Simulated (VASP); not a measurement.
Ir, 1 atom in the cell. Symmetry: Fm-3m, No. 225, cubic system. Conventional cell: a = 3.788 Å, b = 3.788 Å, c = 3.788 Å, α = 90.00°, β = 90.00°, γ = 90.00°. Within 3.5 Å of Ir (site symmetry m-3m) lie 12 Ir at 2.68 Å.  This cell differs from its parent crystal: volume scaled by 0.96.

| Property | Result |
| --- | --- |
| Program | VASP 6.6.1 |
| Task | electric field gradients |
| Functional | PBEsol |
| Potentials or basis | VASP PAW PBE potentials, release 64 (Ir) |
| Cutoff | 520 eV |
| k mesh | 18 × 18 × 18 |
| Occupations | fermi-dirac, width 0.05 eV |
| Spin | no spin polarisation |
| Dipole correction | no |
| Further INCAR settings | ALGO = Normal; EDIFF = 1e-08; NBANDS = 10 |

Potentials or basis: VASP PAW PBE potentials, release 64 (Ir).

Command:

```bash
$ cat potpaw_PBE.64/Ir/POTCAR > POTCAR
$ mpirun -np 1 vasp_std > vasp.out
```

Hardware: 1 thread of Intel(R) Xeon(R) Platinum 8488C (Sapphire Rapids), with other jobs on the host.

Problem. Estimate the wall time of this run.

Solution. Wall time 17 s on 1 thread of Intel(R) Xeon(R) Platinum 8488C (Sapphire Rapids) (shared host), peak memory 0.15 GiB. Counts: scf iterations 12, k points 195.
